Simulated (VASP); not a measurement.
# MgO (rocksalt type) (Fm-3m) in VASP: notebook

Runs on MgO (rocksalt type). Level: PBE. Tasks: single point.

Program: VASP 6.6.1. These are calculated values, not measurements. Logs are shortened: lines on timing, memory, paths and dates and some standing lists are left out, and cuts for length are marked.

## (1) The cell of the first run

The structure is cubic, space group Fm-3m (No. 225). Conventional cell: a = 4.254 Å, b = 4.254 Å, c = 4.254 Å, α = 90.00°, β = 90.00°, γ = 90.00°. Within 2.8 Å of Mg (site symmetry m-3m) lie 6 O at 2.13 Å. Within 2.8 Å of O (site symmetry m-3m) lie 6 Mg at 2.13 Å.

## (2) Single point, PBE

Contents of INCAR:

```
SYSTEM = MgO
ALGO     = Normal         ! electronic algorithm
EDIFF    = 1E-6           ! SCF threshold, eV
ENCUT    = 520            ! plane-wave cutoff, eV
GGA      = PE             ! functional
ISIF     = 2              ! what is computed and relaxed
ISMEAR   = -1             ! smearing method
LASPH    = .TRUE.         ! aspherical terms in the spheres
LCHARG   = .FALSE.        ! write CHGCAR
LREAL    = .FALSE.        ! projectors in reciprocal space
LWAVE    = .FALSE.        ! write WAVECAR
NBANDS   = 11             ! bands
NELM     = 80             ! most SCF steps
PREC     = Accurate       ! precision mode
SIGMA    = 0.08           ! smearing width, eV
```

Contents of KPOINTS:

```
k-points
0
G
  15 15 15
  0 0 0
```

Contents of POSCAR:

```
MgO
1.0
    0.0000000000      2.1272355335      2.1272355335
    2.1272355335      0.0000000000      2.1272355335
    2.1272355335      2.1272355335      0.0000000000
Mg O
1 1
Direct
    0.0000000000      0.0000000000      0.0000000000
    0.5000000000      0.5000000000      0.5000000000
```

Potentials or basis: VASP PAW PBE potentials, release 64 (Mg, O).

Started as:

```
cat potpaw_PBE.64/Mg/POTCAR potpaw_PBE.64/O/POTCAR > POTCAR
mpirun -np 1 vasp_std > vasp.out
```

OUTCAR:

```text
SYSTEM = MgO
   EDIFF = 1E-6
   ENCUT = 520
   GGA = PE
   ISIF = 2
   ISMEAR = -1
   LASPH = .TRUE.
   LREAL = .FALSE.
   NELM = 80
   PREC = Accurate

 ion  position               nearest neighbor table
   1  0.000  0.000  0.000-   2 2.13   2 2.13   2 2.13   2 2.13   2 2.13   2 2.13
   2  0.500  0.500  0.500-   1 2.13   1 2.13   1 2.13   1 2.13   1 2.13   1 2.13

  LATTYP: Found a face centered cubic cell.
 ALAT       =     4.2544710670

  Lattice vectors:

 A1 = (   0.0000000000,   2.1272355335,   2.1272355335)
 A2 = (   2.1272355335,   0.0000000000,   2.1272355335)
 A3 = (   2.1272355335,   2.1272355335,   0.0000000000)

Analysis of symmetry for initial positions (statically):
=====================================================================
 Subroutine PRICEL returns:
 Original cell was already a primitive cell.

 Routine SETGRP: Setting up the symmetry group for a
 face centered cubic supercell.

 Subroutine GETGRP returns: Found 48 space group operations
 (whereof 48 operations were pure point group operations)
 out of a pool of 48 trial point group operations.

The static configuration has the point symmetry O_h .

Analysis of symmetry for dynamics (positions and initial velocities):
=====================================================================
 Subroutine PRICEL returns:
 Original cell was already a primitive cell.

 Routine SETGRP: Setting up the symmetry group for a
 face centered cubic supercell.

 Subroutine GETGRP returns: Found 48 space group operations
 (whereof 48 operations were pure point group operations)
 out of a pool of 48 trial point group operations.

The dynamic configuration has the point symmetry O_h .

 Subroutine INISYM returns: Found 48 space group operations
 (whereof 48 operations are pure point group operations),
 and found     1 'primitive' translations

----------------------------------------------------------------------------------------

                                     Primitive cell

  volume of cell :      19.2520

  direct lattice vectors                    reciprocal lattice vectors
     0.000000000  2.127235533  2.127235533    -0.235046845  0.235046845  0.235046845
     2.127235533  0.000000000  2.127235533     0.235046845 -0.235046845  0.235046845
     2.127235533  2.127235533  0.000000000     0.235046845  0.235046845 -0.235046845

  length of vectors
     3.008365342  3.008365342  3.008365342     0.407113077  0.407113077  0.407113077

  position of ions in fractional coordinates (direct lattice)
     0.000000000  0.000000000  0.000000000
     0.500000000  0.500000000  0.500000000

  ion indices of the primitive-cell ions
   primitive index   ion index
                 1           1
                 2           2

----------------------------------------------------------------------------------------

 KPOINTS: k-points

Automatic generation of k-mesh.
 Grid dimensions read from file:
 generate k-points for:   15   15   15

 Generating k-lattice:

  Cartesian coordinates                     Fractional coordinates (reciprocal lattice)
    -0.015669790  0.015669790  0.015669790     0.066666667  0.000000000  0.000000000
     0.015669790 -0.015669790  0.015669790     0.000000000  0.066666667  0.000000000
     0.015669790  0.015669790 -0.015669790     0.000000000  0.000000000  0.066666667

  Length of vectors
     0.027140872  0.027140872  0.027140872

  Shift w.r.t. Gamma in fractional coordinates (k-lattice)
     0.000000000  0.000000000  0.000000000

 Subroutine IBZKPT returns following result:
 ===========================================

 Found    120 irreducible k-points:

 Following reciprocal coordinates:
            Coordinates               Weight
  0.000000  0.000000  0.000000      1.000000
  0.066667  0.000000  0.000000      8.000000
  0.133333  0.000000  0.000000      8.000000
  0.200000  0.000000  0.000000      8.000000
  0.266667  0.000000  0.000000      8.000000
  0.333333  0.000000  0.000000      8.000000
[... 16 lines left out ...]
  0.133333  0.133333  0.000000      6.000000
  0.200000  0.133333  0.000000     24.000000
 [... further k-points ...]
   k-points           NKPTS =    120   k-points in BZ     NKDIM =    120   number of bands    NBANDS=     11
   number of dos      NEDOS =    301   number of ions     NIONS =      2
   total plane-waves  NPLWV =  13824
   dimension x,y,z NGX =    24 NGY =   24 NGZ =   24
   dimension x,y,z NGXF=    48 NGYF=   48 NGZF=   48
   ions per type =               1   1
   NGX,Y,Z   is equivalent  to a cutoff of  13.26, 13.26, 13.26 a.u.
   NGXF,Y,Z  is equivalent  to a cutoff of  26.53, 26.53, 26.53 a.u.
 SYSTEM =  MgO
   PREC   = accura    normal or accurate (medium, high low for compatibility)
   ISTART =      0    job   : 0-new  1-cont  2-samecut
   ICHARG =      2    charge: 1-file 2-atom 10-const
   ISPIN  =      1    spin polarized calculation?
   LNONCOLLINEAR =      F non collinear calculations
   LSORBIT =      F    spin-orbit coupling
   LASPH  =      T    aspherical Exc in radial PAW
   ENCUT  =  520.0 eV  38.22 Ry    6.18 a.u.   5.59  5.59  5.59*2*pi/ulx,y,z
   NELM   =     80;   NELMIN=  2; NELMDL= -5     # of ELM steps
   EDIFF  = 0.1E-05   stopping-criterion for ELM
   LREAL  =      F    real-space projection
   EDIFFG = 0.1E-04   stopping-criterion for IOM
   NSW    =      0    number of steps for IOM
   IBRION =     -1    ionic relax: 0-MD 1-quasi-New 2-CG
   NFREE  =      0    steps in history (QN), initial steepest desc. (CG)
   ISIF   =      2    stress and relaxation
   ISYM   =      2    0-nonsym 1-usesym 2-fastsym
   POTIM  = 0.5000    time-step for ionic-motion
   TEBEG  =    0.0;   TEEND  =   0.0 temperature during run
   PSTRESS=    0.0 pullay stress
   NELECT =       8.0000    total number of electrons
   NUPDOWN=      -1.0000    fix difference up-down
   EMIN   =  10.00;   EMAX   =-10.00  energy-range for DOS
   EFERMI =   0.00;   METHOD = LEGACY
   ISMEAR =    -1;   SIGMA  =   0.08  broadening in eV -4-tet -1-fermi 0-gaus
   EFERMI_NEDOS =   21; number of points for ismear=-14 and -15
   IALGO  =     38    algorithm
   IMIX   =      4    mixing-type and parameters
     AMIX     =   0.40;   BMIX     =  1.00
     AMIX_MAG =   1.60;   BMIX_MAG =  1.00
  volume/ion in A,a.u.               =       9.63        64.96
  Fermi-wavevector in a.u.,A,eV,Ry     =   1.221648  2.308579 20.305643  1.492423
  Thomas-Fermi vector in A             =   2.356822
   LORBIT       =      0    0 simple, 1 ext, 2 COOP (PROOUT), +10 PAW based schemes
   GGA     = PE    functional components
   LHFCALC =     F    Hartree Fock is set to
   AEXX    =    0.0000 exact exchange contribution
   IVDW    =     0    specifies the selected vdW correction
   LEPSILON=     F    determine dielectric tensor
   LRPA    =     F    only Hartree local field effects (RPA)
 non-spin polarized calculation
  energy-cutoff  :      520.00
  volume of cell :       19.25
 maximum number of plane-waves:       534
   NGX = 11   NGY = 11   NGZ = 11

 number of electron       8.0000004 magnetization

 Free energy of the ion-electron system (eV)
  ---------------------------------------------------
  ext. energy  EPLUGINS =         0.00000000
  ---------------------------------------------------
  free energy    TOTEN  =       -11.91166138 eV

  energy without entropy =      -11.91166138  energy(sigma->0) =      -11.91166138

 E-fermi :   4.6582     XC(G=0): -10.9371

 val. band max:        2.9651286025   @ k =   0.0000   0.0000   0.0000
 cond. band min:       7.4045205124   @ k =   0.0000   0.0000   0.0000
 fundamental gap:      4.4393919099
 Fermi energy:         4.6581826229

 k-point     1 :       0.0000    0.0000    0.0000
  band No.  band energies     occupation
      1     -14.1470      2.00000
      2       2.9651      2.00000
      3       2.9651      2.00000
      4       2.9651      2.00000
      5       7.4045      0.00000
      6      18.5941      0.00000
      7      18.5941      0.00000
      8      18.5941      0.00000
      9      22.4324      0.00000
     10      24.1721      0.00000
     11      24.1721      0.00000

 k-point     2 :       0.0667    0.0000    0.0000
  band No.  band energies     occupation
      1     -14.1020      2.00000
      2       2.6543      2.00000
      3       2.9360      2.00000
      4       2.9360      2.00000
      5       7.7100      0.00000
      6      17.9230      0.00000
      7      18.7001      0.00000
      8      18.7001      0.00000
      9      23.3006      0.00000
     10      23.7466      0.00000
     11      23.7466      0.00000

 k-point     3 :       0.1333    0.0000    0.0000
  band No.  band energies     occupation
      1     -13.9718      2.00000
      2       1.9165      2.00000
      3       2.8549      2.00000
      4       2.8549      2.00000
      5       8.4224      0.00000
      6      16.7862      0.00000
      7      18.9743      0.00000
      8      18.9743      0.00000
      9      23.0793      0.00000
     10      23.0793      0.00000
     11      24.5990      0.00000

 k-point     4 :       0.2000    0.0000    0.0000
  band No.  band energies     occupation
      1     -13.7716      2.00000
      2       1.0276      2.00000
      3       2.7387      2.00000
      4       2.7387      2.00000
      5       9.2358      0.00000
      6      15.8321      0.00000
      7      19.2677      0.00000
      8      19.2677      0.00000
      9      22.7008      0.00000
     10      22.7008      0.00000
     11      24.7482      0.00000

 k-point     5 :       0.2667    0.0000    0.0000
  band No.  band energies     occupation
      1     -13.5280      2.00000
      2       0.1502      2.00000
      3       2.6097      2.00000
      4       2.6097      2.00000
      5       9.9371      0.00000
      6      15.2370      0.00000
      7      19.3685      0.00000
      8      19.3685      0.00000
      9      22.8662      0.00000
     10      22.8662      0.00000
     11      24.3521      0.00000
[... 211 lines left out ...]
 k-point    21 :      -0.1333    0.0667    0.0000
  band No.  band energies     occupation
      1     -13.8755      2.00000
      2       1.5275      2.00000
      3       2.6732      2.00000
      4       2.8414      2.00000
      5       8.8800      0.00000
      6      16.2298      0.00000
      7      18.9908      0.00000
      8      19.2496      0.00000
      9      22.1132      0.00000
     10      23.4072      0.00000
     11      25.2890      0.00000

 k-point    22 :      -0.0667    0.0667    0.0000
  band No.  band energies     occupation
      1     -14.0287      2.00000
      2       2.2514      2.00000
      3       2.8246      2.00000
      4       2.9158      2.00000
      5       8.1435      0.00000
      6      17.1902      0.00000
      7      18.8247      0.00000
      8      18.8861      0.00000
      9      22.8580      0.00000
     10      23.7361      0.00000
     11      24.3137      0.00000

 k-point    23 :       0.1333    0.1333    0.0000
  band No.  band energies     occupation
      1     -13.9161      2.00000
      2       1.8357      2.00000
      3       2.7133      2.00000
      4       2.7133      2.00000
      5       8.7506      0.00000
      6      16.2713      0.00000
      7      19.1247      0.00000
      8      19.1247      0.00000
      9      21.2104      0.00000
     10      24.7068      0.00000
     11      25.9310      0.00000

 k-point    24 :       0.2000    0.1333    0.0000
  band No.  band energies     occupation
      1     -13.7710      2.00000
      2       1.2697      2.00000
      3       2.5878      2.00000
      4       2.5943      2.00000
      5       9.3957      0.00000
      6      15.5281      0.00000
      7      19.2812      0.00000
      8      19.3894      0.00000
      9      20.5065      0.00000
     10      24.7099      0.00000
     11      26.7862      0.00000

 [... further k-points ...]

------------------------ aborting loop because EDIFF is reached ----------------------------------------

  FORCE on cell =-STRESS in cart. coord.  units (eV):
  Direction    XX          YY          ZZ          XY          YZ          ZX
  --------------------------------------------------------------------------------------
  -------------------------------------------------------------------------------------
  Total       -0.0985613     -0.0985613     -0.0985613     -0.0000000      0.0000000      0.0000000
  in kB       -8.2023867     -8.2023867     -8.2023867     -0.0000000      0.0000000      0.0000000
  external PRESSURE =      -8.2023867 kB  Pullay stress =       0.0000000 kB

 VOLUME and BASIS-vectors are now :
 -----------------------------------------------------------------------------
  energy-cutoff  :      520.00
  volume of cell :       19.25
      direct lattice vectors                 reciprocal lattice vectors
     0.000000000  2.127235533  2.127235533    -0.235046845  0.235046845  0.235046845
     2.127235533  0.000000000  2.127235533     0.235046845 -0.235046845  0.235046845
     2.127235533  2.127235533  0.000000000     0.235046845  0.235046845 -0.235046845

 POSITION                                       TOTAL-FORCE (eV/Angst)
 -----------------------------------------------------------------------------------
      0.00000      0.00000      0.00000        -0.000000      0.000000     -0.000000
      2.12724      2.12724      2.12724         0.000000     -0.000000      0.000000
 -----------------------------------------------------------------------------------
    total drift:                               -0.000000     -0.000000      0.000000

  FREE ENERGIE OF THE ION-ELECTRON SYSTEM (eV)
  ---------------------------------------------------
  free  energy   TOTEN  =       -11.9116613759 eV

  energy  without entropy=      -11.9116613759  energy(sigma->0) =      -11.91166138
```

Wall time 8.5 s (1 thread of Intel Xeon 6975P-C (Granite Rapids), shared host); peak memory 0.15 GiB.

Results:

* Free energy: -11.9117 eV
* Pressure: -0.8 GPa
* Band gap on the k mesh: 4.44 eV, direct

Levels at points of the mesh, in eV from the valence-band top:
| k point | band 1 | band 2 | band 3 | band 4 | band 5 | band 6 | band 7 | band 8 |
| --- | --- | --- | --- | --- | --- | --- | --- | --- |
| (0.00, 0.00, 0.00) | -17.11 | 0.00 | 0.00 | 0.00 | 4.44 | 15.63 | 15.63 | 15.63 |

## (3) Single point, PBE

Contents of INCAR:

```
SYSTEM = MgO
PREC = Accurate ; ENCUT = 520
EDIFF = 1E-6 ; ISMEAR = -1
SIGMA = 0.08 ; LREAL = .False.
LASPH = .True. ; NELM = 60
ALGO = Normal ; ISIF = 2
LWAVE = .False. ; LCHARG = .False.
GGA = PE ; NBANDS = 11
```

Contents of KPOINTS:

```
regular mesh
0
Gamma
  16 16 16
  0 0 0
```

Contents of POSCAR:

```
MgO
1.0
    0.0000000000      2.1269431800      2.1269431800
    2.1269431800      0.0000000000      2.1269431800
    2.1269431800      2.1269431800      0.0000000000
Mg O
1 1
Direct
    0.0000000000      0.0000000000      0.0000000000
    0.5000000000      0.5000000000      0.5000000000
```

Potentials or basis: VASP PAW PBE potentials, release 64 (Mg, O).

Started as:

```
cat potpaw_PBE.64/Mg/POTCAR potpaw_PBE.64/O/POTCAR > POTCAR
mpirun -np 1 vasp_std > vasp.out
```

It took 11 s on 1 thread of Intel Xeon 6975P-C (Granite Rapids), shared host; peak memory 0.15 GiB.

The run converged. Its results:

```
Free energy            : -11.9117 eV
Pressure               : -0.8 GPa
Band gap on the k mesh : 4.44 eV, direct
```

Levels at points of the mesh, in eV from the valence-band top:
```
           k point  band 1  band 2  band 3  band 4  band 5  band 6  band 7  band 8  band 9
(0.00, 0.00, 0.00)  -17.11    0.00    0.00    0.00    4.44   15.63   15.63   15.63   19.47
(0.50, 0.00, 0.00)  -15.90   -4.49   -0.62   -0.62    7.71   12.27   16.01   16.01   20.45
(0.50, 0.50, 0.00)  -15.66   -3.96   -1.31   -1.31    9.08    9.65   12.79   18.52   18.52
```
